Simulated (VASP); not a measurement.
Crystal: WS2.

```
W S
1.0
     2.60182    0.00000    0.00000
     0.00000    2.60182    0.00000
     0.00000    0.00000    9.23677
W S
1 2
Direct
  0.50000 0.50000 0.50000
  0.50000 0.50000 0.76188
  0.50000 0.50000 0.23812
```

- Program: VASP 6.6.1
- Task: relaxation of cell and atoms
- Functional: PBE
- Potentials or basis: VASP PAW PBE potentials, release 64 (W_sv, S)
- Cutoff: 600 eV
- k mesh: 18 × 18 × 6
- Occupations: gaussian, width 0.1 eV
- Spin: no spin polarisation

At the start: pressure 1.1 GPa; volume 20.84 Å³/atom.

Q: How do energy, volume and symmetry change on relaxing?

A: Over 6 steps the energy falls by 2.6 meV/atom and the volume is 20.95 Å³/atom (+0.5 %); space group P4/mmm (No. 123, to 0.05 Å).

The path:
| step | energy change (eV) | largest force (eV/Å) | pressure (GPa) | volume (Å³) |
| --- | --- | --- | --- | --- |
| 1 | 0.0000 | 0.2480 | 1.09 | 62.53 |
| 2 | -0.0001 | 0.2115 | -1.92 | 63.81 |
| 3 | -0.0068 | 0.0085 | -0.51 | 63.16 |
| 4 | -0.0079 | 0.0009 | 0.07 | 62.74 |
| 5 | -0.0079 | 0.0013 | 0.02 | 62.81 |
| 6 | -0.0079 | 0.0023 | -0.05 | 62.84 |

Final structure:
```
CELL_PARAMETERS angstrom
2.59448 0.00000 0.00000
0.00000 2.59448 0.00000
0.00000 0.00000 9.33619
ATOMIC_POSITIONS crystal
W 0.50000 0.50000 0.50000
S 0.50000 0.50000 0.76266
S 0.50000 0.50000 0.23734
```

Caveat: this functional lacks dispersion, which binds the layers, so the pressure and a relaxed spacing across them are unreliable.
